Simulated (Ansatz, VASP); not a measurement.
**In3As: VASP beside Ansatz**

```
In As
1.0
     4.60214    0.00000    0.00000
     0.00000    4.60214    0.00000
     0.00000    0.00000    4.60214
In As
3 1
Direct
  0.00000 0.50000 0.50000
  0.50000 0.00000 0.50000
  0.50000 0.50000 0.00000
  0.00000 0.00000 0.90222
```

Alike in both runs: task single point; functional PBE; dispersion D3(BJ); k mesh 10 × 10 × 10; occupations gaussian, width 0.15 eV; no spin polarisation.

```csv
,VASP,Ansatz
version,VASP 6.6.1,Ansatz 0.2.0
potentials or method,"VASP PAW PBE potentials, release 64 (In_d, As), cutoff 520 eV","scalar-relativistic, plane waves, PAW"
valence electrons in the cell,44,54
```

```tsv
	VASP	Ansatz	Ansatz less VASP
gap on the k mesh at the Fermi level (eV)	none	none	-
pressure (GPa)	1.0	1.0	-0.02
traceless stress, the component that is largest in VASP (GPa)	0.13	0.13	+0.002
rms of the force components (eV/Å)	0.188	0.186	-0.0023
```

Atom by atom the forces differ by 0.003 eV/Å (rms over components). A gap of «none» marks a metal or a gap that the smearing closes. VASP's potentials hold 44 valence electrons a cell and Ansatz's 54, so a difference there can come from the potentials and not from the codes.
